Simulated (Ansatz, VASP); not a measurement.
## Ru: VASP beside Ansatz

```
Ru
1.0
     0.00000    1.94003    1.94003
     1.94003    0.00000    1.94003
     1.94003    1.94003    0.00000
Ru
1
Direct
  0.00000 0.00000 0.00000
```

Alike in both runs: task single point; functional PBE; k mesh 8 × 8 × 8; occupations gaussian, width 0.1 eV; no spin polarisation.

```csv
,VASP,Ansatz
version,VASP 6.6.1,Ansatz 0.2.0
potentials or method,"VASP PAW PBE potentials, release 64 (Ru_pv), cutoff 500 eV","scalar-relativistic, plane waves, PAW"
valence electrons in the cell,14,16
```

```csv
,VASP,Ansatz,Ansatz less VASP
gap on the k mesh at the Fermi level (eV),none,none,-
pressure (GPa),-15.3,-15.3,+0.08
```

A gap of «none» marks a metal or a gap that the smearing closes. The functional is the same, so the differences come from potentials, cutoffs and numerics. VASP's potentials hold 14 valence electrons a cell and Ansatz's 16, so a difference there can come from the potentials and not from the codes.
